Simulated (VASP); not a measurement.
A run of VASP 6.6.1:

File INCAR:

```
SYSTEM = HfGeTe
ALGO = Normal ; EDIFF = 1E-7
ENCUT = 520 ; ISIF = 2
ISMEAR = -1 ; LASPH = .TRUE.
LCHARG = .FALSE. ; LREAL = .FALSE.
LWAVE = .FALSE. ; NBANDS = 39
NELM = 100 ; PREC = Accurate
SIGMA = 0.05
```

KPOINTS

```
k-points
0
G
  6 6 3
  0 0 0
```

The input POSCAR:

```
HfGeTe
1.0
    3.8700000000      0.0000000000      0.0000000000
    0.0000000000      3.8700000000      0.0000000000
    0.0000000000      0.0000000000      8.5000000000
Hf Ge Te
2 2 2
Direct
    0.0000000000      0.5000000000      0.2410000000
    0.5000000000      0.0000000000      0.7590000000
    0.0000000000      0.0000000000      0.0000000000
    0.5000000000      0.5000000000      0.0000000000
    0.0000000000      0.5000000000      0.6200000000
    0.5000000000      0.0000000000      0.3800000000
```

Potentials or basis: VASP PAW LDA potentials, release 64 (Hf_pv, Ge_d, Te).

Run with:

```bash
$ cat potpaw_LDA.64/Hf_pv/POTCAR potpaw_LDA.64/Ge_d/POTCAR potpaw_LDA.64/Te/POTCAR > POTCAR
$ mpirun -np 1 vasp_std > vasp.out
```

Hardware: 1 thread of Oxide Virtual Turin-like Processor, with other jobs on the host.

Task: Estimate the wall time of this run.

Result: Run time: 110 s on 1 thread of Oxide Virtual Turin-like Processor, with other jobs on the host, peak memory 0.21 GiB. Counts: scf iterations 15, k points 20.
